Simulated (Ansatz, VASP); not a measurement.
**Two plane-wave programs on GaP**

```
Ga P
1.0
     0.00000    3.14607    2.04495
     3.14607    0.00000    2.04495
     3.14607    3.14607    0.00000
Ga P
1 1
Direct
  0.00000 0.00000 0.00000
  0.75000 0.75000 0.75000
```

Alike in both runs: task single point; functional PBE; k mesh 10 × 10 × 10; occupations methfessel-paxton of order 1, width 0.4 eV; no spin polarisation.

|  | VASP | Ansatz |
| --- | --- | --- |
| version | VASP 6.6.1 | Ansatz 0.2.0 |
| potentials or method | VASP PAW PBE potentials, release 64 (Ga_d, P), cutoff 520 eV | scalar-relativistic, plane waves, PAW |
| valence electrons in the cell | 18 | 18 |

|  | VASP | Ansatz | Ansatz less VASP |
| --- | --- | --- | --- |
| gap on the k mesh at the Fermi level (eV) | none | none | - |
| pressure (GPa) | -2.4 | -2.4 | -0.01 |
| traceless stress, the component that is largest in VASP (GPa) | 7.83 | 7.84 | +0.015 |

A gap of «none» marks a metal or a gap that the smearing closes.
